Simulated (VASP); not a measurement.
Sr4Zr3TiO12, 40 atoms in the cell. The typed cell holds 40 atoms: a = 8.080 Å, b = 8.080 Å, c = 8.080 Å, α = 90.00°, β = 90.00°, γ = 90.00°. 

```yaml
Program: VASP 6.6.1
Task: single point
Functional: PBEsol
Potentials_or_basis: VASP PAW PBE potentials, release 64 (Sr_sv, Zr_sv, Ti_sv, O)
Cutoff: 520 eV
k_mesh: 1 × 1 × 1, shifted
Occupations: fermi-dirac, width 0.05 eV
Spin: no spin polarisation
Dipole_correction: no
Further_INCAR_settings: LREAL = Auto; ALGO = Normal; EDIFF = 1e-07; NBANDS = 186; ISYM = 0
```

Potentials or basis: VASP PAW PBE potentials, release 64 (Sr_sv, Zr_sv, Ti_sv, O).

Run with:

```console
$ cat potpaw_PBE.64/Sr_sv/POTCAR potpaw_PBE.64/Zr_sv/POTCAR potpaw_PBE.64/Ti_sv/POTCAR potpaw_PBE.64/O/POTCAR > POTCAR
$ mpirun -np 1 vasp_std > vasp.out
```

Hardware: 1 thread of Intel(R) Xeon(R) 6975P-C (Granite Rapids), with other jobs on the host.

Question: Estimate the wall time of this run.

Answer: Wall time 6.4 min on 1 thread of Intel(R) Xeon(R) 6975P-C (Granite Rapids), with other jobs on the host, peak memory 0.66 GiB. Counts: scf iterations 20, k points 4.
